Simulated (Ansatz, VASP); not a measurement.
## In in VASP and in Ansatz

File INCAR:

```
  PREC = Accurate
  ENCUT = 520
  EDIFF = 1E-7
  ISMEAR = 0
  SIGMA = 0.05
  LREAL = F
  LASPH = T
  NELM = 60
  ALGO = Normal
  ISIF = 2
  LWAVE = F
  LCHARG = F
  GGA = PS
  NBANDS = 20
```

KPOINTS

```
regular mesh
0
Gamma
  18 18 8
```

The input POSCAR:

```
In
1.0
    3.3354847800      0.0000000000      0.0000000000
   -1.6677423900      2.8886145600      0.0000000000
    0.0000000000      0.0000000000      5.5091429200
In
2
Direct
    0.3333333300      0.6666666700      0.2500000000
    0.6666666700      0.3333333300      0.7500000000
```

Input for Ansatz:

```yaml
crystal:
  lattice:
    - [3.33548478, 0.0, 0.0]
    - [-1.66774239, 2.88861456, 0.0]
    - [0.0, 0.0, 5.50914292]
  atoms:
    - { symbol: In, position: [0.33333333, 0.66666667, 0.25] }
    - { symbol: In, position: [0.66666667, 0.33333333, 0.75] }
basis:
  ecutwfc: 420
kpoints:
  mp_grid: { grid: [18, 18, 8] }
hamiltonian:
  xc: pbesol
scf:
  occupations: { method: gaussian, width: 0.05 }
output:
  forces: true
  eigenvalues: true
  eigenstates:
    nscf_kmesh: { grid: [30, 30, 16] }
    top_band: c6
    de_dk: true
    localisation: false
  stress: true
checkpoint:
  write: ck
  compress: false
  write_wavefunctions: false
  write_every: 100000
```

Alike in both runs: task single point; functional PBEsol; k mesh 18 × 18 × 8; occupations gaussian, width 0.05 eV; no spin polarisation.

```csv
,VASP,Ansatz
version,VASP 6.6.1,Ansatz 0.2.0
potentials or method,"VASP PAW PBE potentials, release 64 (In_d), cutoff 520 eV","scalar-relativistic, plane waves, PAW"
valence electrons in the cell,26,26
```

Ansatz gave:

| Item | Value |
| --- | --- |
| pressure (GPa) | -1.2 |
| traceless stress, the component that is largest in VASP (GPa) | 0.13 |

Question: Which values does VASP return?

Answer: Pressure (GPa): -1.3; traceless stress, the component that is largest in VASP (GPa): 0.13.

VASP's potentials were made for PBE, not for PBEsol.
